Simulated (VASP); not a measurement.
Input of a VASP 6.6.1 run:

Contents of INCAR:

```
SYSTEM = Si3N2
PREC = Accurate
ENCUT = 520
EDIFF = 1E-6
ISMEAR = 0
SIGMA = 0.1
LREAL = .False.
LASPH = .True.
NELM = 60
ALGO = Normal
ISIF = 2
LWAVE = .False.
LCHARG = .False.
GGA = PE
NBANDS = 19
```

The input KPOINTS:

```
regular mesh
0
Gamma
  18 18 4
  0 0 0
```

The input POSCAR:

```
Si3N2
1.0
    2.8603480811      0.0000000000      0.0000000000
   -1.4301740405      2.4771341019      0.0000000000
    0.0000000000      0.0000000000      9.4398158714
Si N
3 2
Direct
    0.0000000000      0.0000000000      0.0000000000
    0.3333333333      0.6666666667      0.7660766293
    0.6666666667      0.3333333333      0.2339233707
    0.3333333333      0.6666666667      0.2975598682
    0.6666666667      0.3333333333      0.7024401318
```

Potentials or basis: VASP PAW PBE potentials, release 64 (Si, N).

Run with:

```console
$ cat potpaw_PBE.64/Si/POTCAR potpaw_PBE.64/N/POTCAR > POTCAR
$ mpirun -np 1 vasp_std > vasp.out
```

Task: Estimate the largest force.

Result: 0.029 eV/Å.

Task: Estimate the band gap on the k mesh.

Result: Zero (bands 11 and 12 overlap by 3.28 eV).

Stress tensor (GPa, compression positive):
```
-0.03  0.00  0.00
 0.00 -0.03  0.00
 0.00  0.00 -0.12
```
